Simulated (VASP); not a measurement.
Hf:

```
Hf
1.0
     0.00000    2.24921    2.24921
     2.24921    0.00000    2.24921
     2.24921    2.24921    0.00000
Hf
1
Direct
  0.00000 0.00000 0.00000
```

Base run:

* Program: VASP 6.6.1
* Functional: r2SCAN
* Potentials or basis: VASP PAW PBE potentials, release 64 (Hf_pv)
* Cutoff: 520 eV
* k mesh: 10 × 10 × 10
* Occupations: fermi-dirac, width 0.05 eV
* Spin: no spin polarisation

Its results: band gap on the k mesh zero (band 5 reaches 6.08 eV, above the bottom of band 6 at 4.12 eV); pressure -1.9 GPa.

Problem. The run is repeated on the same cell with these changes: functional from r2SCAN to PBEsol. What comes out?

Solution. Band gap on the k mesh zero (band 5 reaches 5.85 eV, above the bottom of band 6 at 4.07 eV); pressure -5.9 GPa.

Caveats: the PAW data sets were made with another functional, which shifts forces and pressure a little; spin-orbit coupling is left out, which moves the levels of the heavy elements.
